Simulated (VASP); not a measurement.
# AlN (P6_3mc) in VASP: single point with PBE

Aim: the single point of AlN with PBE.

Program: VASP 6.6.1. These are calculated values, not measurements. Logs are shortened: lines on timing, memory, paths and dates and some standing lists are left out, and cuts for length are marked.

## 1. The cell of the first run

Symmetry: P6_3mc, No. 186, hexagonal system. Conventional cell: a = 3.113 Å, b = 3.113 Å, c = 4.981 Å, α = 90.00°, β = 90.00°, γ = 120.00°. Al (site symmetry 3m) has 4 N at 1.89 Å within 2.5 Å. N (site symmetry 3m) has 4 Al at 1.89 Å within 2.5 Å.

## 2. Single point, PBE

Contents of INCAR:

```
SYSTEM = AlN
  ALGO = Normal
  EDIFF = 1E-7
  ENCUT = 520
  GGA = PE
  ISIF = 2
  ISMEAR = 0
  LASPH = .TRUE.
  LCHARG = .FALSE.
  LREAL = .FALSE.
  LWAVE = .FALSE.
  NBANDS = 16
  NELM = 60
  PREC = Accurate
  SIGMA = 0.01
```

Contents of KPOINTS:

```
k-points
0
G
  6 6 4
  0 0 0
```

Contents of POSCAR:

```
AlN
1.0
    3.1130000000      0.0000000000      0.0000000000
   -1.5565000000      2.6959370800      0.0000000000
    0.0000000000      0.0000000000      4.9810000000
Al N
2 2
Direct
    0.3333333333      0.6666666667      0.0000000000
    0.6666666667      0.3333333333      0.5000000000
    0.3333333333      0.6666666667      0.3800000000
    0.6666666667      0.3333333333      0.8800000000
```

Potentials or basis: VASP PAW PBE potentials, release 64 (Al, N).

Run with:

```console
$ cat potpaw_PBE.64/Al/POTCAR potpaw_PBE.64/N/POTCAR > POTCAR
$ mpirun -np 1 vasp_std > vasp.out
```

OUTCAR:

```text
SYSTEM = AlN
   EDIFF = 1E-7
   ENCUT = 520
   GGA = PE
   ISIF = 2
   ISMEAR = 0
   LASPH = .TRUE.
   LREAL = .FALSE.
   NELM = 60
   PREC = Accurate

 ion  position               nearest neighbor table
   1  0.333  0.667  0.000-   3 1.89   4 1.89   4 1.89   4 1.89   2 3.07   2 3.07   2 3.07   2 3.07
                             2 3.07   2 3.07
   2  0.667  0.333  0.500-   4 1.89   3 1.89   3 1.89   3 1.89   1 3.07   1 3.07   1 3.07   1 3.07
                             1 3.07   1 3.07
   3  0.333  0.667  0.380-   1 1.89   2 1.89   2 1.89   2 1.89
   4  0.667  0.333  0.880-   2 1.89   1 1.89   1 1.89   1 1.89

  LATTYP: Found a hexagonal cell.
 ALAT       =     3.1130000000
 C/A-ratio  =     1.6000642467

  Lattice vectors:

 A1 = (   3.1130000000,   0.0000000000,   0.0000000000)
 A2 = (  -1.5565000000,   2.6959370800,   0.0000000000)
 A3 = (   0.0000000000,   0.0000000000,   4.9810000000)

Analysis of symmetry for initial positions (statically):
=====================================================================
 Subroutine PRICEL returns:
 Original cell was already a primitive cell.

 Routine SETGRP: Setting up the symmetry group for a
 hexagonal supercell.

 Subroutine GETGRP returns: Found 12 space group operations
 (whereof  6 operations were pure point group operations)
 out of a pool of 24 trial point group operations.

The static configuration has the point symmetry C_3v.
 The point group associated with its full space group is C_6v.

Analysis of symmetry for dynamics (positions and initial velocities):
=====================================================================
 Subroutine PRICEL returns:
 Original cell was already a primitive cell.

 Routine SETGRP: Setting up the symmetry group for a
 hexagonal supercell.

 Subroutine GETGRP returns: Found 12 space group operations
 (whereof  6 operations were pure point group operations)
 out of a pool of 24 trial point group operations.

The dynamic configuration has the point symmetry C_3v.
 The point group associated with its full space group is C_6v.

 Subroutine INISYM returns: Found 12 space group operations
 (whereof  6 operations are pure point group operations),
 and found     1 'primitive' translations

----------------------------------------------------------------------------------------

                                     Primitive cell

  volume of cell :      41.8028

  direct lattice vectors                    reciprocal lattice vectors
     3.113000000  0.000000000  0.000000000     0.321233537  0.185464269  0.000000000
    -1.556500000  2.695937080  0.000000000     0.000000000  0.370928538  0.000000000
     0.000000000  0.000000000  4.981000000     0.000000000  0.000000000  0.200762899

  length of vectors
     3.113000000  3.112999998  4.981000000     0.370928538  0.370928538  0.200762899

  position of ions in fractional coordinates (direct lattice)
     0.333333333  0.666666667  0.000000000
     0.666666667  0.333333333  0.500000000
     0.333333333  0.666666667  0.380000000
     0.666666667  0.333333333  0.880000000

  ion indices of the primitive-cell ions
   primitive index   ion index
                 1           1
                 2           2
                 3           3
                 4           4

----------------------------------------------------------------------------------------

 KPOINTS: k-points

Automatic generation of k-mesh.
 Grid dimensions read from file:
 generate k-points for:    6    6    4

 Generating k-lattice:

  Cartesian coordinates                     Fractional coordinates (reciprocal lattice)
     0.053538923  0.030910712  0.000000000     0.166666667 -0.000000000  0.000000000
     0.000000000  0.061821423  0.000000000     0.000000000  0.166666667  0.000000000
     0.000000000  0.000000000  0.050190725     0.000000000  0.000000000  0.250000000

  Length of vectors
     0.061821423  0.061821423  0.050190725

  Shift w.r.t. Gamma in fractional coordinates (k-lattice)
     0.000000000  0.000000000  0.000000000

 Subroutine IBZKPT returns following result:
 ===========================================

 Found     21 irreducible k-points:

 Following reciprocal coordinates:
            Coordinates               Weight
  0.000000  0.000000  0.000000      1.000000
  0.166667  0.000000  0.000000      6.000000
  0.333333  0.000000  0.000000      6.000000
  0.500000  0.000000  0.000000      3.000000
  0.166667  0.166667  0.000000      6.000000
  0.333333  0.166667  0.000000     12.000000
[... 13 lines left out ...]
  0.333333  0.166667  0.500000     12.000000
  0.333333  0.333333  0.500000      2.000000
   k-points           NKPTS =     21   k-points in BZ     NKDIM =     21   number of bands    NBANDS=     16
   number of dos      NEDOS =    301   number of ions     NIONS =      4
   total plane-waves  NPLWV =  23040
   dimension x,y,z NGX =    24 NGY =   24 NGZ =   40
   dimension x,y,z NGXF=    48 NGYF=   48 NGZF=   80
   ions per type =               2   2
   NGX,Y,Z   is equivalent  to a cutoff of  12.82, 12.82, 13.35 a.u.
   NGXF,Y,Z  is equivalent  to a cutoff of  25.63, 25.63, 26.70 a.u.
 SYSTEM =  AlN
   PREC   = accura    normal or accurate (medium, high low for compatibility)
   ISTART =      0    job   : 0-new  1-cont  2-samecut
   ICHARG =      2    charge: 1-file 2-atom 10-const
   ISPIN  =      1    spin polarized calculation?
   LNONCOLLINEAR =      F non collinear calculations
   LSORBIT =      F    spin-orbit coupling
   LASPH  =      T    aspherical Exc in radial PAW
   ENCUT  =  520.0 eV  38.22 Ry    6.18 a.u.   5.79  5.79  9.26*2*pi/ulx,y,z
   NELM   =     60;   NELMIN=  2; NELMDL= -5     # of ELM steps
   EDIFF  = 0.1E-06   stopping-criterion for ELM
   LREAL  =      F    real-space projection
   EDIFFG = 0.1E-05   stopping-criterion for IOM
   NSW    =      0    number of steps for IOM
   IBRION =     -1    ionic relax: 0-MD 1-quasi-New 2-CG
   NFREE  =      0    steps in history (QN), initial steepest desc. (CG)
   ISIF   =      2    stress and relaxation
   ISYM   =      2    0-nonsym 1-usesym 2-fastsym
   POTIM  = 0.5000    time-step for ionic-motion
   TEBEG  =    0.0;   TEEND  =   0.0 temperature during run
   PSTRESS=    0.0 pullay stress
   NELECT =      16.0000    total number of electrons
   NUPDOWN=      -1.0000    fix difference up-down
   EMIN   =  10.00;   EMAX   =-10.00  energy-range for DOS
   EFERMI =   0.00;   METHOD = LEGACY
   ISMEAR =     0;   SIGMA  =   0.01  broadening in eV -4-tet -1-fermi 0-gaus
   EFERMI_NEDOS =   21; number of points for ismear=-14 and -15
   IALGO  =     38    algorithm
   IMIX   =      4    mixing-type and parameters
     AMIX     =   0.40;   BMIX     =  1.00
     AMIX_MAG =   1.60;   BMIX_MAG =  1.00
  volume/ion in A,a.u.               =      10.45        70.52
  Fermi-wavevector in a.u.,A,eV,Ry     =   1.188629  2.246183 19.222843  1.412839
  Thomas-Fermi vector in A             =   2.324754
   LORBIT       =      0    0 simple, 1 ext, 2 COOP (PROOUT), +10 PAW based schemes
   GGA     = PE    functional components
   LHFCALC =     F    Hartree Fock is set to
   AEXX    =    0.0000 exact exchange contribution
   IVDW    =     0    specifies the selected vdW correction
   LEPSILON=     F    determine dielectric tensor
   LRPA    =     F    only Hartree local field effects (RPA)
 non-spin polarized calculation
 Gauss-broadening in eV      SIGMA  =   0.01
  energy-cutoff  :      520.00
  volume of cell :       41.80
 maximum number of plane-waves:      1152
 NGX is ok and might be reduce to    24
   NGX = 11   NGY = 11   NGZ = 19

 number of electron      15.9999997 magnetization

 Free energy of the ion-electron system (eV)
  ---------------------------------------------------
  ext. energy  EPLUGINS =         0.00000000
  ---------------------------------------------------
  free energy    TOTEN  =       -29.76992362 eV

  energy without entropy =      -29.76992362  energy(sigma->0) =      -29.76992362

 E-fermi :   6.1808     XC(G=0): -10.9067

 val. band max:        6.1223705978   @ k =   0.0000   0.0000   0.0000
 cond. band min:      10.3455863164   @ k =   0.0000   0.0000   0.0000
 fundamental gap:      4.2232157186
 Fermi energy:         6.1808369790

 k-point     1 :       0.0000    0.0000    0.0000
  band No.  band energies     occupation
      1      -9.0366      2.00000
      2      -6.8881      2.00000
      3       0.1492      2.00000
      4       5.2908      2.00000
      5       5.2908      2.00000
      6       5.9429      2.00000
[... 8 lines left out ...]
     15      19.2859      0.00000
     16      19.2859      0.00000

 k-point     2 :       0.1667    0.0000    0.0000
  band No.  band energies     occupation
      1      -8.6907      2.00000
      2      -6.7016      2.00000
      3       0.5644      2.00000
      4       3.8716      2.00000
      5       4.6537      2.00000
      6       4.8985      2.00000
[... 8 lines left out ...]
     15      18.5087      0.00000
     16      18.9259      0.00000

 k-point     3 :       0.3333    0.0000    0.0000
  band No.  band energies     occupation
      1      -7.7975      2.00000
      2      -6.3719      2.00000
      3       1.6449      2.00000
      4       1.7176      2.00000
      5       2.8324      2.00000
      6       4.3085      2.00000
[... 8 lines left out ...]
     15      18.2453      0.00000
     16      20.5345      0.00000

 k-point     4 :       0.5000    0.0000    0.0000
  band No.  band energies     occupation
      1      -7.0751      2.00000
      2      -6.3797      2.00000
      3       0.7042      2.00000
      4       1.9910      2.00000
      5       2.7925      2.00000
      6       4.0626      2.00000
[... 8 lines left out ...]
     15      18.9796      0.00000
     16      21.3152      0.00000
[... 267 lines left out ...]
 k-point    19 :       0.1667    0.1667    0.5000
  band No.  band energies     occupation
      1      -7.3420      2.00000
      2      -7.3420      2.00000
      3       1.9321      2.00000
      4       1.9321      2.00000
      5       4.3179      2.00000
      6       4.3179      2.00000
[... 8 lines left out ...]
     15      19.0829      0.00000
     16      19.0829      0.00000

 k-point    20 :       0.3333    0.1667    0.5000
  band No.  band energies     occupation
      1      -6.7214      2.00000
      2      -6.7214      2.00000
      3       0.9934      2.00000
      4       0.9934      2.00000
      5       3.5251      2.00000
      6       3.5251      2.00000
[... 8 lines left out ...]
     15      19.6025      0.00000
     16      19.6025      0.00000

 k-point    21 :       0.3333    0.3333    0.5000
  band No.  band energies     occupation
      1      -6.4971      2.00000
      2      -6.4971      2.00000
      3       1.3096      2.00000
      4       1.3096      2.00000
      5       2.2954      2.00000
      6       2.2954      2.00000
[... 8 lines left out ...]
     15      19.9842      0.00000
     16      19.9842      0.00000

------------------------ aborting loop because EDIFF is reached ----------------------------------------

  FORCE on cell =-STRESS in cart. coord.  units (eV):
  Direction    XX          YY          ZZ          XY          YZ          ZX
  --------------------------------------------------------------------------------------
  -------------------------------------------------------------------------------------
  Total        0.7590949      0.7590949      1.1843738      0.0000000     -0.0000000      0.0000000
  in kB       29.0938526     29.0938526     45.3935320      0.0000000     -0.0000000      0.0000000
  external PRESSURE =      34.5270791 kB  Pullay stress =       0.0000000 kB

 VOLUME and BASIS-vectors are now :
 -----------------------------------------------------------------------------
  energy-cutoff  :      520.00
  volume of cell :       41.80
      direct lattice vectors                 reciprocal lattice vectors
     3.113000000  0.000000000  0.000000000     0.321233537  0.185464269  0.000000000
    -1.556500000  2.695937080  0.000000000     0.000000000  0.370928538  0.000000000
     0.000000000  0.000000000  4.981000000     0.000000000  0.000000000  0.200762899

 POSITION                                       TOTAL-FORCE (eV/Angst)
 -----------------------------------------------------------------------------------
     -0.00000      1.79729      0.00000        -0.000000      0.000000     -0.129999
      1.55650      0.89865      2.49050         0.000000     -0.000000     -0.129999
     -0.00000      1.79729      1.89278        -0.000000      0.000000      0.129999
      1.55650      0.89865      4.38328         0.000000     -0.000000      0.129999
 -----------------------------------------------------------------------------------
    total drift:                               -0.000000     -0.000000      0.000364

  FREE ENERGIE OF THE ION-ELECTRON SYSTEM (eV)
  ---------------------------------------------------
  free  energy   TOTEN  =       -29.7699236211 eV

  energy  without entropy=      -29.7699236211  energy(sigma->0) =      -29.76992362
```

Run time: 20 s. Hardware: 1 thread of Intel Xeon Platinum 8375C at 2.90GHz (Ice Lake), shared host; peak memory 0.15 GiB.

Results:

```yaml
Free_energy: -29.7699 eV
Pressure: 3.5 GPa
Largest_force: 0.130 eV/Å
Band_gap_on_the_k_mesh: 4.22 eV, direct
```

Forces in eV/Å, atoms in the order of the input:
```
Al   0.000  0.000 -0.130
Al   0.000  0.000 -0.130
N    0.000  0.000  0.130
N    0.000  0.000  0.130
```

Levels at points of the mesh, in eV from the valence-band top:
| k point | band 5 | band 6 | band 7 | band 8 | band 9 | band 10 | band 11 | band 12 |
| --- | --- | --- | --- | --- | --- | --- | --- | --- |
| (0.00, 0.00, 0.00) | -0.83 | -0.18 | -0.18 | 0.00 | 4.22 | 6.66 | 10.61 | 11.16 |
| (0.50, 0.00, 0.00) | -3.33 | -2.06 | -1.77 | -0.66 | 5.82 | 5.83 | 8.20 | 10.30 |
| (0.00, 0.00, 0.50) | -0.52 | -0.52 | -0.52 | -0.52 | 6.47 | 6.47 | 10.34 | 10.34 |
| (0.50, 0.00, 0.50) | -1.43 | -1.43 | -1.35 | -1.35 | 5.33 | 5.33 | 9.29 | 9.29 |
